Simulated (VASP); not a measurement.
Here is a VASP 6.6.1 calculation.

The input INCAR:

```
SYSTEM = BaS
PREC = Accurate
ENCUT = 520
EDIFF = 1E-6
ISMEAR = 0
SIGMA = 0.01
LREAL = .False.
LASPH = .True.
NELM = 150
ALGO = Normal
ISIF = 2
LWAVE = .False.
LCHARG = .False.
MAGMOM = 0 0 0 0 0 0
LORBIT = 11
LSORBIT = .True.
GGA_COMPAT = .False.
LORBMOM = .True.
GGA = PS
NBANDS = 28
```

File KPOINTS:

```
regular mesh
0
Gamma
  8 8 8
  0 0 0
```

POSCAR

```
BaS
1.0
    0.0000000000      3.1821280833      3.1821280833
    3.1821280833      0.0000000000      3.1821280833
    3.1821280833      3.1821280833      0.0000000000
Ba S
1 1
Direct
    0.0000000000      0.0000000000      0.0000000000
    0.5000000000      0.5000000000      0.5000000000
```

Potentials or basis: VASP PAW PBE potentials, release 64 (Ba_sv, S).

Launch:

```console
$ cat potpaw_PBE.64/Ba_sv/POTCAR potpaw_PBE.64/S/POTCAR > POTCAR
$ mpirun -np 1 vasp_ncl > vasp.out
```

(1) Predict the net moment.

(2) What does it give for the pressure?

Answers

(1) 0.00 μB per cell.

(2) -0.1 GPa.

Caveat: the PAW data sets were made with another functional, which shifts forces and pressure a little.
